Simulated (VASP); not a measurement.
# Nb3Sn (Pm-3n) in VASP: a series of runs, part 2 of 3

VASP 6.6.1.

### Step 3. Single point, LDA

INCAR reads:

```
ALGO     = Normal         # electronic algorithm
EDIFF    = 1E-7           # SCF threshold, eV
ENCUT    = 520            # plane-wave cutoff, eV
GGA      = CA             # functional
ISIF     = 2              # what is computed and relaxed
ISMEAR   = -1             # smearing method
LASPH    = T              # aspherical terms in the spheres
LCHARG   = F              # write CHGCAR
LREAL    = F              # projectors in reciprocal space
LWAVE    = F              # write WAVECAR
NBANDS   = 63             # bands
NELM     = 100            # most SCF steps
PREC     = Accurate       # precision mode
SIGMA    = 0.05           # smearing width, eV
```

KPOINTS reads:

```
k-points
0
Gamma
  5 5 5
```

POSCAR reads:

```
Nb3Sn
1.0
    5.2225188130      0.0000000000      0.0000000000
    0.0000000000      5.2225188130      0.0000000000
    0.0000000000      0.0000000000      5.2225188130
Nb Sn
6 2
Direct
    0.2500000000      0.0000000000      0.5000000000
    0.5000000000      0.7500000000      0.0000000000
    0.7500000000      0.0000000000      0.5000000000
    0.5000000000      0.2500000000      0.0000000000
    0.0000000000      0.5000000000      0.7500000000
    0.0000000000      0.5000000000      0.2500000000
    0.0000000000      0.0000000000      0.0000000000
    0.5000000000      0.5000000000      0.5000000000
```

Potentials or basis: VASP PAW LDA potentials, release 64 (Nb_sv, Sn_d).

The run is started by

```
> cat potpaw_LDA.64/Nb_sv/POTCAR potpaw_LDA.64/Sn_d/POTCAR > POTCAR
> mpirun -np 1 vasp_std > vasp.out
```

OUTCAR:

```text
EDIFF = 1E-7
   ENCUT = 520
   GGA = CA
   ISIF = 2
   ISMEAR = -1
   LASPH = T
   LREAL = F
   NELM = 100
   PREC = Accurate

 ion  position               nearest neighbor table
   1  0.250  0.000  0.500-   3 2.61   3 2.61   8 2.92   7 2.92   8 2.92   7 2.92
   2  0.500  0.750  0.000-   4 2.61   4 2.61   8 2.92   8 2.92   7 2.92   7 2.92
   3  0.750  0.000  0.500-   1 2.61   1 2.61   8 2.92   7 2.92   8 2.92   7 2.92
   4  0.500  0.250  0.000-   2 2.61   2 2.61   8 2.92   8 2.92   7 2.92   7 2.92
   5  0.000  0.500  0.750-   6 2.61   6 2.61   8 2.92   7 2.92   7 2.92   8 2.92
   6  0.000  0.500  0.250-   5 2.61   5 2.61   8 2.92   7 2.92   7 2.92   8 2.92
   7  0.000  0.000  0.000-   1 2.92   2 2.92   3 2.92   4 2.92   5 2.92   6 2.92   1 2.92   3 2.92
                             5 2.92   6 2.92   2 2.92   4 2.92
   8  0.500  0.500  0.500-   1 2.92   2 2.92   3 2.92   4 2.92   5 2.92   6 2.92   2 2.92   4 2.92
                             1 2.92   3 2.92   5 2.92   6 2.92

  LATTYP: Found a simple cubic cell.
 ALAT       =     5.2225188130

  Lattice vectors:

 A1 = (   5.2225188130,   0.0000000000,   0.0000000000)
 A2 = (   0.0000000000,   5.2225188130,   0.0000000000)
 A3 = (   0.0000000000,   0.0000000000,   5.2225188130)

Analysis of symmetry for initial positions (statically):
=====================================================================
 Subroutine PRICEL returns:
 Original cell was already a primitive cell.

 Routine SETGRP: Setting up the symmetry group for a
 simple cubic supercell.

 Subroutine GETGRP returns: Found 48 space group operations
 (whereof 24 operations were pure point group operations)
 out of a pool of 48 trial point group operations.

The static configuration has the point symmetry T_h .
 The point group associated with its full space group is O_h .

Analysis of symmetry for dynamics (positions and initial velocities):
=====================================================================
 Subroutine PRICEL returns:
 Original cell was already a primitive cell.
[... 131 lines left out ...]
   GGA     = CA    functional components
   LHFCALC =     F    Hartree Fock is set to
   AEXX    =    0.0000 exact exchange contribution
   IVDW    =     0    specifies the selected vdW correction
   LEPSILON=     F    determine dielectric tensor
   LRPA    =     F    only Hartree local field effects (RPA)
 non-spin polarized calculation
  energy-cutoff  :      520.00
  volume of cell :      142.44
 maximum number of plane-waves:      3887
 NGX is ok and might be reduce to    40
   NGX = 19   NGY = 19   NGZ = 19

 number of electron     105.9999987 magnetization

 Free energy of the ion-electron system (eV)
  ---------------------------------------------------
  ext. energy  EPLUGINS =         0.00000000
  ---------------------------------------------------
  free energy    TOTEN  =       -78.24860656 eV

  energy without entropy =      -78.14087415  energy(sigma->0) =      -78.19474035

 E-fermi :  11.7138     XC(G=0): -12.7671

 val. band max:       11.6898347211   @ k =   0.4000   0.4000   0.4000
 cond. band min:      11.7336306663   @ k =   0.2000   0.0000   0.0000
 fundamental gap:      0.0437959452
 Fermi energy:        11.7137931423

 k-point     1 :       0.0000    0.0000    0.0000
  band No.  band energies     occupation
      1     -42.4694      2.00000
      2     -42.3819      2.00000
      3     -42.3819      2.00000
      4     -42.1264      2.00000
      5     -42.1264      2.00000
      6     -42.1264      2.00000
[... 649 lines left out ...]
     62      14.4601      0.00000
     63      14.5198      0.00000

------------------------ aborting loop because EDIFF is reached ----------------------------------------

  FORCE on cell =-STRESS in cart. coord.  units (eV):
  Direction    XX          YY          ZZ          XY          YZ          ZX
  --------------------------------------------------------------------------------------
  -------------------------------------------------------------------------------------
  Total        0.0076901      0.0076901      0.0076901      0.0000000     -0.0000000      0.0000000
  in kB        0.0864970      0.0864970      0.0864970      0.0000000     -0.0000000      0.0000000
  external PRESSURE =       0.0864970 kB  Pullay stress =       0.0000000 kB

 VOLUME and BASIS-vectors are now :
 -----------------------------------------------------------------------------
  energy-cutoff  :      520.00
  volume of cell :      142.44
      direct lattice vectors                 reciprocal lattice vectors
     5.222518813  0.000000000  0.000000000     0.191478487  0.000000000  0.000000000
     0.000000000  5.222518813  0.000000000     0.000000000  0.191478487  0.000000000
     0.000000000  0.000000000  5.222518813     0.000000000  0.000000000  0.191478487

 POSITION                                       TOTAL-FORCE (eV/Angst)
 -----------------------------------------------------------------------------------
      1.30563      0.00000      2.61126        -0.000000     -0.000000     -0.000000
      2.61126      3.91689      0.00000        -0.000000      0.000000      0.000000
      3.91689      0.00000      2.61126         0.000000     -0.000000      0.000000
      2.61126      1.30563      0.00000         0.000000     -0.000000     -0.000000
      0.00000      2.61126      3.91689         0.000000      0.000000      0.000000
      0.00000      2.61126      1.30563        -0.000000      0.000000     -0.000000
      0.00000      0.00000      0.00000        -0.000000      0.000000     -0.000000
      2.61126      2.61126      2.61126        -0.000000      0.000000     -0.000000
 -----------------------------------------------------------------------------------
    total drift:                                0.000000     -0.000000      0.000000

  FREE ENERGIE OF THE ION-ELECTRON SYSTEM (eV)
  ---------------------------------------------------
  free  energy   TOTEN  =       -78.2486065601 eV

  energy  without entropy=      -78.1408741455  energy(sigma->0) =      -78.19474035
```

OSZICAR:

```text
N       E                     dE             d eps       ncg     rms          rms(c)
DAV:   1     0.194889280420E+04    0.19489E+04   -0.50513E+04  1290   0.227E+03
DAV:   2     0.209995572911E+03   -0.17389E+04   -0.17064E+04  1420   0.908E+02
DAV:   3    -0.451026182535E+02   -0.25510E+03   -0.24421E+03  1714   0.299E+02
DAV:   4    -0.784316081736E+02   -0.33329E+02   -0.32575E+02  1984   0.913E+01
DAV:   5    -0.811754439217E+02   -0.27438E+01   -0.27167E+01  2368   0.240E+01    0.185E+01
DAV:   6    -0.785304857372E+02    0.26450E+01   -0.96292E+00  1896   0.161E+01    0.636E+00
DAV:   7    -0.782549784799E+02    0.27551E+00   -0.17809E+00  1976   0.705E+00    0.253E+00
DAV:   8    -0.782471205319E+02    0.78579E-02   -0.24404E-01  2120   0.253E+00    0.603E-01
DAV:   9    -0.782484786083E+02   -0.13581E-02   -0.39814E-02  2216   0.118E+00    0.322E-01
DAV:  10    -0.782486283817E+02   -0.14977E-03   -0.57253E-03  1992   0.365E-01    0.632E-02
DAV:  11    -0.782486109739E+02    0.17408E-04   -0.50005E-04  2112   0.126E-01    0.228E-02
DAV:  12    -0.782486066893E+02    0.42845E-05   -0.46953E-05  1992   0.401E-02    0.638E-03
DAV:  13    -0.782486065575E+02    0.13186E-06   -0.81130E-06  2192   0.154E-02    0.278E-03
DAV:  14    -0.782486065601E+02   -0.26139E-08   -0.89677E-07  1432   0.456E-03
   1 F= -.78248607E+02 E0= -.78194740E+02  d E =-.107732E+00
```

stdout:

```text
POSCAR found type information on POSCAR NbSn
 POSCAR found :  2 types and       8 ions
 scaLAPACK will be used
 LDA part: xc-table for (Slater(with rela. corr.)+CA(PZ))
 , standard interpolation
 POSCAR, INCAR and KPOINTS ok, starting setup
 FFT: planning ... GRIDC
 FFT: planning ... GRID_SOFT
 FFT: planning ... GRID
 WAVECAR not read
 entering main loop
```

Run time: 82 s. Hardware: 1 thread of AMD EPYC 7R13 (Zen 3), shared host; peak memory 0.2 GiB.

Results:

```
Free energy            : -78.2486 eV
Pressure               : 0.0 GPa
Band gap on the k mesh : zero (bands 53 and 54 overlap by 0.12 eV)
```

Levels at points of the mesh, in eV from the Fermi level:
```tsv
k point	band 49	band 50	band 51	band 52	band 53	band 54	band 55	band 56	band 57	band 58
(0.00, 0.00, 0.00)	-1.46	-0.54	-0.54	-0.54	-0.05	-0.05	2.46	2.46	2.46	2.62
```

Caveat: spin-orbit coupling is left out, which moves the levels of the heavy elements.

### Step 4. Single point, r2SCAN

This run uses another cell than the first one, of 18.66 Å³/atom.

POSCAR, as its differences from that of step 3:

```diff
@@ -2,5 +2,5 @@
 1.0
-    5.2225188130      0.0000000000      0.0000000000
-    0.0000000000      5.2225188130      0.0000000000
-    0.0000000000      0.0000000000      5.2225188130
+    5.3045134348      0.0000000000      0.0000000000
+    0.0000000000      5.3045134348      0.0000000000
+    0.0000000000      0.0000000000      5.3045134348
 Nb Sn
```

INCAR.step1 reads:

```
SYSTEM = Nb3Sn
ALGO     = Normal         ! electronic algorithm
EDIFF    = 1E-4           ! SCF threshold, eV
ENCUT    = 520            ! plane-wave cutoff, eV
GGA      = PE             ! functional
ISMEAR   = -1             ! smearing method
LASPH    = .True.         ! aspherical terms in the spheres
LCHARG   = .False.        ! write CHGCAR
LREAL    = .False.        ! projectors in reciprocal space
LWAVE    = .True.         ! write WAVECAR
NBANDS   = 63             ! bands
NELM     = 100            ! most SCF steps
PREC     = Accurate       ! precision mode
SIGMA    = 0.05           ! smearing width, eV
```

INCAR.step2 reads:

```
SYSTEM = Nb3Sn
ALGO     = Normal         ! electronic algorithm
EDIFF    = 1E-6           ! SCF threshold, eV
ENCUT    = 520            ! plane-wave cutoff, eV
ISIF     = 2              ! what is computed and relaxed
ISMEAR   = -1             ! smearing method
ISTART   = 1            
LASPH    = .True.         ! aspherical terms in the spheres
LCHARG   = .False.        ! write CHGCAR
LMIXTAU  = .True.       
LREAL    = .False.        ! projectors in reciprocal space
LWAVE    = .False.        ! write WAVECAR
METAGGA  = R2SCAN         ! meta-GGA
NBANDS   = 63             ! bands
NELM     = 100            ! most SCF steps
PREC     = Accurate       ! precision mode
SIGMA    = 0.05           ! smearing width, eV
```

KPOINTS reads:

```
k-points
0
Gamma
  5 5 5
  0 0 0
```

Potentials or basis: VASP PAW PBE potentials, release 64 (Nb_sv, Sn_d).

The run is started by

```
> cat potpaw_PBE.64/Nb_sv/POTCAR potpaw_PBE.64/Sn_d/POTCAR > POTCAR
> cp INCAR.step1 INCAR
> mpirun -np 1 vasp_std > vasp.out
> cp INCAR.step2 INCAR
> mpirun -np 1 vasp_std > vasp.out
```

Wall time 4.7 min (1 thread of AMD EPYC 7R13 (Zen 3), shared host); peak memory 0.25 GiB.

It converged, with:

- Free energy: -200.3689 eV
- Pressure: -0.1 GPa
- Band gap on the k mesh: zero (bands 53 and 54 overlap by 0.13 eV)

Levels at points of the mesh, in eV from the Fermi level:
```csv
k point,band 51,band 52,band 53,band 54,band 55,band 56
"(0.00, 0.00, 0.00)",-0.60,-0.60,-0.02,-0.02,2.62,2.62
```

Caveat: the PAW data sets were made with another functional, which shifts forces and pressure a little; spin-orbit coupling is left out, which moves the levels of the heavy elements.

(Part 2 of 3 ends here.)

The gap in the log of VASP goes by the Fermi energy; the results here count the filled bands.